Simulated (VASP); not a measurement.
A run of VASP 6.6.1:

Contents of INCAR:

```
ALGO     = Normal         # electronic algorithm
EDIFF    = 1E-6           # SCF threshold, eV
EDIFFG   = -0.02          # ionic threshold
ENCUT    = 600            # plane-wave cutoff, eV
GGA      = RE             # functional
IBRION   = 2              # ionic algorithm
ISIF     = 3              # what is computed and relaxed
ISMEAR   = -1             # smearing method
IVDW     = 13             # dispersion correction
LASPH    = T              # aspherical terms in the spheres
LCHARG   = F              # write CHGCAR
LREAL    = F              # projectors in reciprocal space
LWAVE    = F              # write WAVECAR
NELM     = 100            # most SCF steps
NSW      = 80             # ionic steps
PREC     = Accurate       # precision mode
SIGMA    = 0.05           # smearing width, eV
```

KPOINTS

```
k-points
0
Gamma
  10 10 6
```

POSCAR

```
Ge
1.0
    1.4880529250     -2.5946896100      0.0000000000
    1.4880529250      2.5946896100      0.0000000000
    0.0000000000      0.0000000000      4.7275957900
Ge
2
Direct
    0.3334466300      0.6665533700      0.2500000000
    0.6665533700      0.3334466300      0.7500000000
```

Potentials or basis: VASP PAW PBE potentials, release 64 (Ge_d).

Run with:

```bash
$ cat potpaw_PBE.64/Ge_d/POTCAR > POTCAR
$ mpirun -np 1 vasp_std > vasp.out
```

Hardware: 1 thread of AMD EPYC 7R13 (shared host).

Task: Estimate the wall time of this run.

Result: Run time: 15 min on 1 thread of AMD EPYC 7R13 (shared host), peak memory 0.19 GiB. Counts: scf iterations 87, k points 124, ion steps 18.
